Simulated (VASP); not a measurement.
# K (Im-3m) in VASP: a series of runs

Runs on K. Level: PBEsol. Tasks: single point, relaxation of cell and atoms.

Program: VASP 6.6.1. These are calculated values, not measurements. Logs are shortened: lines on timing, memory, paths and dates and some standing lists are left out, and cuts for length are marked.

## (1) The cell of the first run

Symmetry: Im-3m, No. 229, cubic system. The conventional cell has a = 5.220 Å, b = 5.220 Å, c = 5.220 Å, α = 90.00°, β = 90.00°, γ = 90.00°.

## (2) Single point, PBEsol

The input, INCAR:

```
PREC = Accurate
ENCUT = 520
EDIFF = 1E-6
ISMEAR = -1
SIGMA = 0.05
LREAL = F
LASPH = T
NELM = 100
ALGO = Normal
ISIF = 2
LWAVE = F
LCHARG = F
GGA = PS
NBANDS = 16
```

The input, KPOINTS:

```
regular mesh
0
Gamma
  9 9 9
```

The input, POSCAR:

```
K
1.0
    5.2200000000      0.0000000000      0.0000000000
    0.0000000000      5.2200000000      0.0000000000
    0.0000000000      0.0000000000      5.2200000000
K
2
Direct
    0.0000000000      0.0000000000      0.0000000000
    0.5000000000      0.5000000000      0.5000000000
```

Potentials or basis: VASP PAW PBE potentials, release 64 (K_sv).

Command:

```sh
$ cat potpaw_PBE.64/K_sv/POTCAR > POTCAR
$ mpirun -np 1 vasp_std > vasp.out
```

OUTCAR:

```text
PREC = Accurate
   ENCUT = 520
   EDIFF = 1E-6
   ISMEAR = -1
   LREAL = F
   LASPH = T
   NELM = 100
   ISIF = 2
   GGA = PS

 ion  position               nearest neighbor table
   1  0.000  0.000  0.000-
   2  0.500  0.500  0.500-

  LATTYP: Found a simple cubic cell.
 ALAT       =     5.2200000000

  Lattice vectors:

 A1 = (   5.2200000000,   0.0000000000,   0.0000000000)
 A2 = (   0.0000000000,   5.2200000000,   0.0000000000)
 A3 = (   0.0000000000,   0.0000000000,   5.2200000000)

Analysis of symmetry for initial positions (statically):
=====================================================================
 Subroutine PRICEL returns following result:

  LATTYP: Found a body centered cubic cell.
 ALAT       =     5.2200000000

  Lattice vectors:

 A1 = (   2.6100000000,   2.6100000000,  -2.6100000000)
 A2 = (  -2.6100000000,   2.6100000000,   2.6100000000)
 A3 = (   2.6100000000,  -2.6100000000,   2.6100000000)

   2 primitive cells build up your supercell.

 Routine SETGRP: Setting up the symmetry group for a
 simple cubic supercell.

 Subroutine GETGRP returns: Found 48 space group operations
 (whereof 48 operations were pure point group operations)
 out of a pool of 48 trial point group operations.

The static configuration has the point symmetry O_h .

Analysis of symmetry for dynamics (positions and initial velocities):
=====================================================================
 Subroutine PRICEL returns following result:

  LATTYP: Found a body centered cubic cell.
 ALAT       =     5.2200000000

  Lattice vectors:

 A1 = (   2.6100000000,   2.6100000000,  -2.6100000000)
 A2 = (  -2.6100000000,   2.6100000000,   2.6100000000)
 A3 = (   2.6100000000,  -2.6100000000,   2.6100000000)

   2 primitive cells build up your supercell.

 Routine SETGRP: Setting up the symmetry group for a
 simple cubic supercell.

 Subroutine GETGRP returns: Found 48 space group operations
 (whereof 48 operations were pure point group operations)
 out of a pool of 48 trial point group operations.

The dynamic configuration has the point symmetry O_h .

 Subroutine INISYM returns: Found 48 space group operations
 (whereof 48 operations are pure point group operations),
 and found     2 'primitive' translations

----------------------------------------------------------------------------------------

                                     Primitive cell

  volume of cell :      71.1183

  direct lattice vectors                    reciprocal lattice vectors
     2.610000000  2.610000000 -2.610000000     0.191570881  0.191570881  0.000000000
    -2.610000000  2.610000000  2.610000000    -0.000000000  0.191570881  0.191570881
     2.610000000 -2.610000000  2.610000000     0.191570881  0.000000000  0.191570881

  length of vectors
     4.520652608  4.520652608  4.520652608     0.270922138  0.270922138  0.270922138

  position of ions in fractional coordinates (direct lattice)
     0.000000000  0.000000000  0.000000000

  ion indices of the primitive-cell ions
   primitive index   ion index
                 1           1

----------------------------------------------------------------------------------------

 KPOINTS: regular mesh

Automatic generation of k-mesh.
 Grid dimensions read from file:
 generate k-points for:    9    9    9

 Generating k-lattice:

  Cartesian coordinates                     Fractional coordinates (reciprocal lattice)
     0.021285653  0.000000000  0.000000000     0.111111111  0.000000000  0.000000000
     0.000000000  0.021285653  0.000000000     0.000000000  0.111111111  0.000000000
     0.000000000  0.000000000  0.021285653     0.000000000  0.000000000  0.111111111

  Length of vectors
     0.021285653  0.021285653  0.021285653

  Shift w.r.t. Gamma in fractional coordinates (k-lattice)
     0.000000000  0.000000000  0.000000000

 Subroutine IBZKPT returns following result:
 ===========================================

 Found     35 irreducible k-points:

 Following reciprocal coordinates:
            Coordinates               Weight
  0.000000  0.000000  0.000000      1.000000
  0.111111  0.000000  0.000000      6.000000
  0.222222  0.000000  0.000000      6.000000
  0.333333  0.000000  0.000000      6.000000
  0.444444  0.000000  0.000000      6.000000
  0.111111  0.111111  0.000000     12.000000
[... 16 lines left out ...]
  0.333333  0.333333  0.111111     24.000000
  0.444444  0.333333  0.111111     48.000000
 [... further k-points ...]
   k-points           NKPTS =     35   k-points in BZ     NKDIM =     35   number of bands    NBANDS=     16
   number of dos      NEDOS =    301   number of ions     NIONS =      2
   total plane-waves  NPLWV =  64000
   dimension x,y,z NGX =    40 NGY =   40 NGZ =   40
   dimension x,y,z NGXF=    80 NGYF=   80 NGZF=   80
   ions per type =               2
   NGX,Y,Z   is equivalent  to a cutoff of  12.74, 12.74, 12.74 a.u.
   NGXF,Y,Z  is equivalent  to a cutoff of  25.48, 25.48, 25.48 a.u.
 SYSTEM =  unknown system
   PREC   = accura    normal or accurate (medium, high low for compatibility)
   ISTART =      0    job   : 0-new  1-cont  2-samecut
   ICHARG =      2    charge: 1-file 2-atom 10-const
   ISPIN  =      1    spin polarized calculation?
   LNONCOLLINEAR =      F non collinear calculations
   LSORBIT =      F    spin-orbit coupling
   LASPH  =      T    aspherical Exc in radial PAW
   ENCUT  =  520.0 eV  38.22 Ry    6.18 a.u.   9.71  9.71  9.71*2*pi/ulx,y,z
   NELM   =    100;   NELMIN=  2; NELMDL= -5     # of ELM steps
   EDIFF  = 0.1E-05   stopping-criterion for ELM
   LREAL  =      F    real-space projection
   EDIFFG = 0.1E-04   stopping-criterion for IOM
   NSW    =      0    number of steps for IOM
   IBRION =     -1    ionic relax: 0-MD 1-quasi-New 2-CG
   NFREE  =      0    steps in history (QN), initial steepest desc. (CG)
   ISIF   =      2    stress and relaxation
   ISYM   =      2    0-nonsym 1-usesym 2-fastsym
   POTIM  = 0.5000    time-step for ionic-motion
   TEBEG  =    0.0;   TEEND  =   0.0 temperature during run
   PSTRESS=    0.0 pullay stress
   NELECT =      18.0000    total number of electrons
   NUPDOWN=      -1.0000    fix difference up-down
   EMIN   =  10.00;   EMAX   =-10.00  energy-range for DOS
   EFERMI =   0.00;   METHOD = LEGACY
   ISMEAR =    -1;   SIGMA  =   0.05  broadening in eV -4-tet -1-fermi 0-gaus
   EFERMI_NEDOS =   21; number of points for ismear=-14 and -15
   IALGO  =     38    algorithm
   IMIX   =      4    mixing-type and parameters
     AMIX     =   0.40;   BMIX     =  1.00
     AMIX_MAG =   1.60;   BMIX_MAG =  1.00
  volume/ion in A,a.u.               =      71.12       479.93
  Fermi-wavevector in a.u.,A,eV,Ry     =   0.821918  1.553200  9.191405  0.675549
  Thomas-Fermi vector in A             =   1.933162
   LORBIT       =      0    0 simple, 1 ext, 2 COOP (PROOUT), +10 PAW based schemes
   GGA     = PS    functional components
   LHFCALC =     F    Hartree Fock is set to
   AEXX    =    0.0000 exact exchange contribution
   IVDW    =     0    specifies the selected vdW correction
   LEPSILON=     F    determine dielectric tensor
   LRPA    =     F    only Hartree local field effects (RPA)
 non-spin polarized calculation
  energy-cutoff  :      520.00
  volume of cell :      142.24
 maximum number of plane-waves:      3887
 NGX is ok and might be reduce to    40
   NGX = 19   NGY = 19   NGZ = 19

 number of electron      17.9999997 magnetization

 Free energy of the ion-electron system (eV)
  ---------------------------------------------------
  ext. energy  EPLUGINS =         0.00000000
  ---------------------------------------------------
  free energy    TOTEN  =        -2.27526390 eV

  energy without entropy =       -2.26476027  energy(sigma->0) =       -2.27001209

 E-fermi :  -0.1006     XC(G=0):  -5.7808

 val. band max:       -0.1578187780   @ k =   0.4444   0.2222   0.1111
 cond. band min:      -0.0486553911   @ k =   0.4444   0.4444   0.0000
 fundamental gap:      0.1091633869
 Fermi energy:        -0.1005829671

 k-point     1 :       0.0000    0.0000    0.0000
  band No.  band energies     occupation
      1     -32.0671      2.00000
      2     -32.0583      2.00000
      3     -15.6300      2.00000
      4     -15.6300      2.00000
      5     -15.6300      2.00000
      6     -15.5744      2.00000
[... 8 lines left out ...]
     15       4.2339      0.00000
     16       4.2339      0.00000

 k-point     2 :       0.1111    0.0000    0.0000
  band No.  band energies     occupation
      1     -32.0668      2.00000
      2     -32.0585      2.00000
      3     -15.6297      2.00000
      4     -15.6282      2.00000
      5     -15.6282      2.00000
      6     -15.5775      2.00000
[... 8 lines left out ...]
     15       4.1460      0.00000
     16       4.1477      0.00000

 k-point     3 :       0.2222    0.0000    0.0000
  band No.  band energies     occupation
      1     -32.0659      2.00000
      2     -32.0592      2.00000
      3     -15.6285      2.00000
      4     -15.6231      2.00000
      5     -15.6231      2.00000
      6     -15.5860      2.00000
[... 8 lines left out ...]
     15       3.9394      0.00000
     16       3.9394      0.00000

 k-point     4 :       0.3333    0.0000    0.0000
  band No.  band energies     occupation
      1     -32.0647      2.00000
      2     -32.0603      2.00000
      3     -15.6252      2.00000
      4     -15.6154      2.00000
      5     -15.6154      2.00000
      6     -15.5976      2.00000
[... 8 lines left out ...]
     15       3.7127      0.00000
     16       3.7127      0.00000
[... 324 lines left out ...]
 k-point    22 :       0.4444    0.2222    0.1111
  band No.  band energies     occupation
      1     -32.0628      2.00000
      2     -32.0617      2.00000
      3     -15.6379      2.00000
      4     -15.6319      2.00000
      5     -15.6075      2.00000
      6     -15.5983      2.00000
[... 8 lines left out ...]
     15       4.2064      0.00000
     16       4.4969      0.00000

 k-point    23 :       0.3333    0.3333    0.1111
  band No.  band energies     occupation
      1     -32.0633      2.00000
      2     -32.0612      2.00000
      3     -15.6440      2.00000
      4     -15.6330      2.00000
      5     -15.6117      2.00000
      6     -15.5939      2.00000
[... 8 lines left out ...]
     15       4.1440      0.00000
     16       4.9940      0.00000

 k-point    24 :       0.4444    0.3333    0.1111
  band No.  band energies     occupation
      1     -32.0626      2.00000
      2     -32.0618      2.00000
      3     -15.6450      2.00000
      4     -15.6412      2.00000
      5     -15.6055      2.00000
      6     -15.5992      2.00000
[... 8 lines left out ...]
     15       4.3959      0.00000
     16       4.7501      0.00000

 [... further k-points ...]

------------------------ aborting loop because EDIFF is reached ----------------------------------------

  FORCE on cell =-STRESS in cart. coord.  units (eV):
  Direction    XX          YY          ZZ          XY          YZ          ZX
  --------------------------------------------------------------------------------------
  -------------------------------------------------------------------------------------
  Total       -0.0169710     -0.0169710     -0.0169710      0.0000000     -0.0000000      0.0000000
  in kB       -0.1911638     -0.1911638     -0.1911638      0.0000000     -0.0000000      0.0000000
  external PRESSURE =      -0.1911638 kB  Pullay stress =       0.0000000 kB

 VOLUME and BASIS-vectors are now :
 -----------------------------------------------------------------------------
  energy-cutoff  :      520.00
  volume of cell :      142.24
      direct lattice vectors                 reciprocal lattice vectors
     5.220000000  0.000000000  0.000000000     0.191570881  0.000000000  0.000000000
     0.000000000  5.220000000  0.000000000     0.000000000  0.191570881  0.000000000
     0.000000000  0.000000000  5.220000000     0.000000000  0.000000000  0.191570881

 POSITION                                       TOTAL-FORCE (eV/Angst)
 -----------------------------------------------------------------------------------
      0.00000      0.00000      0.00000        -0.000000      0.000000     -0.000000
      2.61000      2.61000      2.61000         0.000000     -0.000000      0.000000
 -----------------------------------------------------------------------------------
    total drift:                               -0.000000      0.000000     -0.000000

  FREE ENERGIE OF THE ION-ELECTRON SYSTEM (eV)
  ---------------------------------------------------
  free  energy   TOTEN  =        -2.2752638994 eV

  energy  without entropy=       -2.2647602748  energy(sigma->0) =       -2.27001209
```

Run time: 2.1 min. Hardware: 1 thread of Intel Xeon 8259CL, shared host; peak memory 0.26 GiB.

Results:

| Item | Value |
| --- | --- |
| Free energy | -2.2753 eV |
| Pressure | 0.0 GPa |
| Band gap on the k mesh | zero (bands 9 and 10 overlap by 1.38 eV) |

Caveat: the PAW data sets were made with another functional, which shifts forces and pressure a little.

## (3) Single point, PBEsol

The input, INCAR:

```
SYSTEM = K
PREC = Accurate ; ENCUT = 520
EDIFF = 1E-6 ; ISMEAR = -1
SIGMA = 0.05 ; LREAL = .False.
LASPH = .True. ; NELM = 60
ALGO = Normal ; ISIF = 2
LWAVE = .False. ; LCHARG = .False.
GGA = PS ; NBANDS = 16
```

The input, KPOINTS:

```
regular mesh
0
Gamma
  9 9 9
  0 0 0
```

POSCAR is that of step 2.

Potentials or basis: VASP PAW PBE potentials, release 64 (K_sv).

Command:

```sh
$ cat potpaw_PBE.64/K_sv/POTCAR > POTCAR
$ mpirun -np 1 vasp_std > vasp.out
```

It took 1.9 min on 1 thread of Intel Xeon 8259CL, shared host; peak memory 0.26 GiB.

The run converged. Its results:

| Item | Value |
| --- | --- |
| Free energy | -2.2753 eV |
| Pressure | 0.0 GPa |
| Band gap on the k mesh | zero (bands 9 and 10 overlap by 1.38 eV) |

Levels at points of the mesh, in eV from the Fermi level:
```
           k point  band 7  band 8  band 9  band 10  band 11  band 12
(0.00, 0.00, 0.00)  -15.47  -15.47   -2.20     1.66     1.66     3.56
```

Caveat: the PAW data sets were made with another functional, which shifts forces and pressure a little.

[end of part 1 of 2]

The gap in the log of VASP goes by the Fermi energy; the results here count the filled bands.